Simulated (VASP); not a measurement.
# AlAs (F-43m) in VASP: a series of runs

AlAs is run at these levels: PBE; tasks: single point.

Everything below comes from runs of VASP 6.6.1. Logs are shortened: lines on timing, memory, paths and dates and some standing lists are left out, and cuts for length are marked.

## Step 1: The cell of the first run

It takes space group F-43m (No. 216, cubic). The conventional cell has a = 5.611 Å, b = 5.611 Å, c = 5.611 Å, α = 90.00°, β = 90.00°, γ = 90.00°. Within 3.2 Å of Al (site symmetry -43m) lie 4 As at 2.43 Å. Within 3.2 Å of As (site symmetry -43m) lie 4 Al at 2.43 Å.

## Step 2: Single point, PBE (volume changed by -6%)

INCAR reads:

```
PREC = Accurate
ENCUT = 500
EDIFF = 1E-6
ISMEAR = 0
SIGMA = 0.01
LREAL = False
LASPH = True
NELM = 120
ALGO = Normal
ISIF = 2
LWAVE = False
LCHARG = True
GGA = PE
LELF = True
LVHAR = True
NBANDS = 11
GGA_COMPAT = False
```

KPOINTS reads:

```
Automatic mesh
0
Gamma
  6 6 6
```

POSCAR reads:

```
AlAs
1.0
    0.0000000000      2.8056887838      2.8056887838
    2.8056887838      0.0000000000      2.8056887838
    2.8056887838      2.8056887838      0.0000000000
Al As
1 1
Direct
    0.0000000000      0.0000000000      0.0000000000
    0.2500000000      0.2500000000      0.2500000000
```

Potentials or basis: VASP PAW PBE potentials, release 64 (Al, As).

Run with:

```console
cat potpaw_PBE.64/Al/POTCAR potpaw_PBE.64/As/POTCAR > POTCAR
mpirun -np 1 vasp_std > vasp.out
```

OUTCAR:

```text
PREC = Accurate
   ENCUT = 500
   EDIFF = 1E-6
   ISMEAR = 0
   LREAL = False
   LASPH = True
   NELM = 120
   ISIF = 2
   GGA = PE

 ion  position               nearest neighbor table
   1  0.000  0.000  0.000-   2 2.43   2 2.43   2 2.43   2 2.43
   2  0.250  0.250  0.250-   1 2.43   1 2.43   1 2.43   1 2.43

  LATTYP: Found a face centered cubic cell.
 ALAT       =     5.6113775676

  Lattice vectors:

 A1 = (   0.0000000000,   2.8056887838,   2.8056887838)
 A2 = (   2.8056887838,   0.0000000000,   2.8056887838)
 A3 = (   2.8056887838,   2.8056887838,   0.0000000000)

Analysis of symmetry for initial positions (statically):
=====================================================================
 Subroutine PRICEL returns:
 Original cell was already a primitive cell.

 Routine SETGRP: Setting up the symmetry group for a
 face centered cubic supercell.

 Subroutine GETGRP returns: Found 24 space group operations
 (whereof 24 operations were pure point group operations)
 out of a pool of 48 trial point group operations.

The static configuration has the point symmetry T_d .

Analysis of symmetry for dynamics (positions and initial velocities):
=====================================================================
 Subroutine PRICEL returns:
 Original cell was already a primitive cell.

 Routine SETGRP: Setting up the symmetry group for a
 face centered cubic supercell.

 Subroutine GETGRP returns: Found 24 space group operations
 (whereof 24 operations were pure point group operations)
 out of a pool of 48 trial point group operations.

The dynamic configuration has the point symmetry T_d .

 Subroutine INISYM returns: Found 24 space group operations
 (whereof 24 operations are pure point group operations),
 and found     1 'primitive' translations

----------------------------------------------------------------------------------------

                                     Primitive cell

  volume of cell :      44.1721

  direct lattice vectors                    reciprocal lattice vectors
     0.000000000  2.805688784  2.805688784    -0.178209359  0.178209359  0.178209359
     2.805688784  0.000000000  2.805688784     0.178209359 -0.178209359  0.178209359
     2.805688784  2.805688784  0.000000000     0.178209359  0.178209359 -0.178209359

  length of vectors
     3.967843130  3.967843130  3.967843130     0.308667664  0.308667664  0.308667664

  position of ions in fractional coordinates (direct lattice)
     0.000000000  0.000000000  0.000000000
     0.250000000  0.250000000  0.250000000

  ion indices of the primitive-cell ions
   primitive index   ion index
                 1           1
                 2           2

----------------------------------------------------------------------------------------

 KPOINTS: Automatic mesh

Automatic generation of k-mesh.
 Grid dimensions read from file:
 generate k-points for:    6    6    6

 Generating k-lattice:

  Cartesian coordinates                     Fractional coordinates (reciprocal lattice)
    -0.029701560  0.029701560  0.029701560     0.166666667  0.000000000  0.000000000
     0.029701560 -0.029701560  0.029701560     0.000000000  0.166666667  0.000000000
     0.029701560  0.029701560 -0.029701560     0.000000000  0.000000000  0.166666667

  Length of vectors
     0.051444611  0.051444611  0.051444611

  Shift w.r.t. Gamma in fractional coordinates (k-lattice)
     0.000000000  0.000000000  0.000000000

 Subroutine IBZKPT returns following result:
 ===========================================

 Found     16 irreducible k-points:

 Following reciprocal coordinates:
            Coordinates               Weight
  0.000000  0.000000  0.000000      1.000000
  0.166667  0.000000  0.000000      8.000000
  0.333333  0.000000  0.000000      8.000000
  0.500000  0.000000  0.000000      4.000000
  0.166667  0.166667  0.000000      6.000000
  0.333333  0.166667  0.000000     24.000000
[... 8 lines left out ...]
 -0.333333  0.333333  0.166667     24.000000
 -0.333333  0.500000  0.166667     12.000000
   k-points           NKPTS =     16   k-points in BZ     NKDIM =     16   number of bands    NBANDS=     11
   number of dos      NEDOS =    301   number of ions     NIONS =      2
   total plane-waves  NPLWV =  27000
   dimension x,y,z NGX =    30 NGY =   30 NGZ =   30
   dimension x,y,z NGXF=    60 NGYF=   60 NGZF=   60
   ions per type =               1   1
   NGX,Y,Z   is equivalent  to a cutoff of  12.57, 12.57, 12.57 a.u.
   NGXF,Y,Z  is equivalent  to a cutoff of  25.14, 25.14, 25.14 a.u.
 SYSTEM =  unknown system
   PREC   = accura    normal or accurate (medium, high low for compatibility)
   ISTART =      0    job   : 0-new  1-cont  2-samecut
   ICHARG =      2    charge: 1-file 2-atom 10-const
   ISPIN  =      1    spin polarized calculation?
   LNONCOLLINEAR =      F non collinear calculations
   LSORBIT =      F    spin-orbit coupling
   LASPH  =      T    aspherical Exc in radial PAW
   ENCUT  =  500.0 eV  36.75 Ry    6.06 a.u.   7.23  7.23  7.23*2*pi/ulx,y,z
   NELM   =    120;   NELMIN=  2; NELMDL= -5     # of ELM steps
   EDIFF  = 0.1E-05   stopping-criterion for ELM
   LREAL  =      F    real-space projection
   EDIFFG = 0.1E-04   stopping-criterion for IOM
   NSW    =      0    number of steps for IOM
   IBRION =     -1    ionic relax: 0-MD 1-quasi-New 2-CG
   NFREE  =      0    steps in history (QN), initial steepest desc. (CG)
   ISIF   =      2    stress and relaxation
   ISYM   =      2    0-nonsym 1-usesym 2-fastsym
   POTIM  = 0.5000    time-step for ionic-motion
   TEBEG  =    0.0;   TEEND  =   0.0 temperature during run
   PSTRESS=    0.0 pullay stress
   NELECT =       8.0000    total number of electrons
   NUPDOWN=      -1.0000    fix difference up-down
   EMIN   =  10.00;   EMAX   =-10.00  energy-range for DOS
   EFERMI =   0.00;   METHOD = LEGACY
   ISMEAR =     0;   SIGMA  =   0.01  broadening in eV -4-tet -1-fermi 0-gaus
   EFERMI_NEDOS =   21; number of points for ismear=-14 and -15
   IALGO  =     38    algorithm
   IMIX   =      4    mixing-type and parameters
     AMIX     =   0.40;   BMIX     =  1.00
     AMIX_MAG =   1.60;   BMIX_MAG =  1.00
  volume/ion in A,a.u.               =      22.09       149.04
  Fermi-wavevector in a.u.,A,eV,Ry     =   0.926237  1.750334 11.672635  0.857914
  Thomas-Fermi vector in A             =   2.052177
   LORBIT       =      0    0 simple, 1 ext, 2 COOP (PROOUT), +10 PAW based schemes
   GGA     = PE    functional components
   LHFCALC =     F    Hartree Fock is set to
   AEXX    =    0.0000 exact exchange contribution
   IVDW    =     0    specifies the selected vdW correction
   LEPSILON=     F    determine dielectric tensor
   LRPA    =     F    only Hartree local field effects (RPA)
 non-spin polarized calculation
 Gauss-broadening in eV      SIGMA  =   0.01
  energy-cutoff  :      500.00
  volume of cell :       44.17
 maximum number of plane-waves:      1139
 NGX is ok and might be reduce to    30
   NGX = 15   NGY = 15   NGZ = 15

 number of electron       8.0000001 magnetization

 Free energy of the ion-electron system (eV)
  ---------------------------------------------------
  ext. energy  EPLUGINS =         0.00000000
  ---------------------------------------------------
  free energy    TOTEN  =        -9.33448411 eV

  energy without entropy =       -9.33448411  energy(sigma->0) =       -9.33448411

 E-fermi :   4.2172     XC(G=0):  -9.1419

 val. band max:        4.1212805195   @ k =   0.0000   0.0000   0.0000
 cond. band min:       5.5054135941   @ k =   0.5000   0.5000   0.0000
 fundamental gap:      1.3841330746
 Fermi energy:         4.2171677474

 k-point     1 :       0.0000    0.0000    0.0000
  band No.  band energies     occupation
      1      -7.8936      2.00000
      2       4.1213      2.00000
      3       4.1213      2.00000
      4       4.1213      2.00000
      5       6.3929      0.00000
      6       8.4499      0.00000
      7       8.4499      0.00000
      8       8.4499      0.00000
      9      13.1339      0.00000
     10      13.1808      0.00000
     11      13.1808      0.00000

 k-point     2 :       0.1667    0.0000    0.0000
  band No.  band energies     occupation
      1      -7.6158      2.00000
      2       2.0082      2.00000
      3       3.8511      2.00000
      4       3.8511      2.00000
      5       7.0856      0.00000
      6       8.8959      0.00000
      7       8.8959      0.00000
      8       9.4410      0.00000
      9      12.3810      0.00000
     10      12.3810      0.00000
     11      13.9695      0.00000

 k-point     3 :       0.3333    0.0000    0.0000
  band No.  band energies     occupation
      1      -6.9084      2.00000
      2      -0.4531      2.00000
      3       3.4414      2.00000
      4       3.4414      2.00000
      5       6.5928      0.00000
      6       9.0130      0.00000
      7       9.0130      0.00000
      8      11.7472      0.00000
      9      13.2300      0.00000
     10      13.2300      0.00000
     11      13.6224      0.00000

 k-point     4 :       0.5000    0.0000    0.0000
  band No.  band energies     occupation
      1      -6.4096      2.00000
      2      -1.5719      2.00000
      3       3.2766      2.00000
      4       3.2766      2.00000
      5       6.3620      0.00000
      6       8.8159      0.00000
      7       8.8159      0.00000
      8      11.9175      0.00000
      9      15.5370      0.00000
     10      15.7981      0.00000
     11      15.7981      0.00000

 k-point     5 :       0.1667    0.1667    0.0000
  band No.  band energies     occupation
      1      -7.5218      2.00000
      2       2.1243      2.00000
      3       3.3123      2.00000
      4       3.3123      2.00000
      5       7.4280      0.00000
      6       8.2310      0.00000
      7       9.8176      0.00000
      8       9.8176      0.00000
      9      11.0868      0.00000
     10      13.6760      0.00000
     11      14.9582      0.00000
[... 99 lines left out ...]
 k-point    13 :       0.5000    0.5000    0.0000
  band No.  band energies     occupation
      1      -5.8323      2.00000
      2      -1.4065      2.00000
      3       1.8862      2.00000
      4       1.8862      2.00000
      5       5.5054      0.00000
      6       6.4114      0.00000
      7      14.6595      0.00000
      8      14.6595      0.00000
      9      16.1902      0.00000
     10      16.8304      0.00000
     11      16.8304      0.00000

 k-point    14 :       0.5000    0.3333    0.1667
  band No.  band energies     occupation
      1      -6.3580      2.00000
      2      -0.5837      2.00000
      3       1.3192      2.00000
      4       2.4234      2.00000
      5       7.8030      0.00000
      6       8.7590      0.00000
      7       9.3260      0.00000
      8      12.1715      0.00000
      9      13.5325      0.00000
     10      14.9660      0.00000
     11      17.3133      0.00000

 k-point    15 :      -0.3333    0.3333    0.1667
  band No.  band energies     occupation
      1      -5.9760      2.00000
      2      -1.0901      2.00000
      3       0.8560      2.00000
      4       2.0297      2.00000
      5       8.0742      0.00000
      6       8.7732      0.00000
      7      10.9521      0.00000
      8      11.6104      0.00000
      9      12.6011      0.00000
     10      15.7647      0.00000
     11      17.0972      0.00000

 k-point    16 :      -0.3333    0.5000    0.1667
  band No.  band energies     occupation
      1      -5.8061      2.00000
      2      -1.1557      2.00000
      3       1.0929      2.00000
      4       1.3459      2.00000
      5       7.2877      0.00000
      6       8.2816      0.00000
      7      11.3566      0.00000
      8      12.0704      0.00000
      9      14.8994      0.00000
     10      16.6146      0.00000
     11      16.8824      0.00000

------------------------ aborting loop because EDIFF is reached ----------------------------------------

  FORCE on cell =-STRESS in cart. coord.  units (eV):
  Direction    XX          YY          ZZ          XY          YZ          ZX
  --------------------------------------------------------------------------------------
  -------------------------------------------------------------------------------------
  Total        1.3759462      1.3759462      1.3759462      0.0000000     -0.0000000     -0.0000000
  in kB       49.9072401     49.9072401     49.9072401      0.0000000     -0.0000000     -0.0000000
  external PRESSURE =      49.9072401 kB  Pullay stress =       0.0000000 kB

 VOLUME and BASIS-vectors are now :
 -----------------------------------------------------------------------------
  energy-cutoff  :      500.00
  volume of cell :       44.17
      direct lattice vectors                 reciprocal lattice vectors
     0.000000000  2.805688784  2.805688784    -0.178209359  0.178209359  0.178209359
     2.805688784  0.000000000  2.805688784     0.178209359 -0.178209359  0.178209359
     2.805688784  2.805688784  0.000000000     0.178209359  0.178209359 -0.178209359

 POSITION                                       TOTAL-FORCE (eV/Angst)
 -----------------------------------------------------------------------------------
      0.00000      0.00000      0.00000         0.000000     -0.000000      0.000000
      1.40284      1.40284      1.40284        -0.000000      0.000000     -0.000000
 -----------------------------------------------------------------------------------
    total drift:                                0.000000      0.000000      0.000000

  FREE ENERGIE OF THE ION-ELECTRON SYSTEM (eV)
  ---------------------------------------------------
  free  energy   TOTEN  =        -9.3344841146 eV

  energy  without entropy=       -9.3344841146  energy(sigma->0) =       -9.33448411
```

Wall time 12 s (1 thread of Intel Xeon Platinum 8488C (Sapphire Rapids), shared host); peak memory 0.16 GiB.

Results:

```yaml
Free_energy: -9.3345 eV
Pressure: 5.0 GPa
Band_gap_on_the_k_mesh: 1.38 eV, indirect (least direct gap 2.27 eV)
```

Levels at points of the mesh, in eV from the valence-band top:
```
           k point  band 1  band 2  band 3  band 4  band 5  band 6  band 7  band 8  band 9
(0.00, 0.00, 0.00)  -12.01    0.00    0.00    0.00    2.27    4.33    4.33    4.33    9.01
(0.50, 0.00, 0.00)  -10.53   -5.69   -0.84   -0.84    2.24    4.69    4.69    7.80   11.42
(0.50, 0.50, 0.00)   -9.95   -5.53   -2.24   -2.24    1.38    2.29   10.54   10.54   12.07
```

(Part 1 of 2 ends here.)
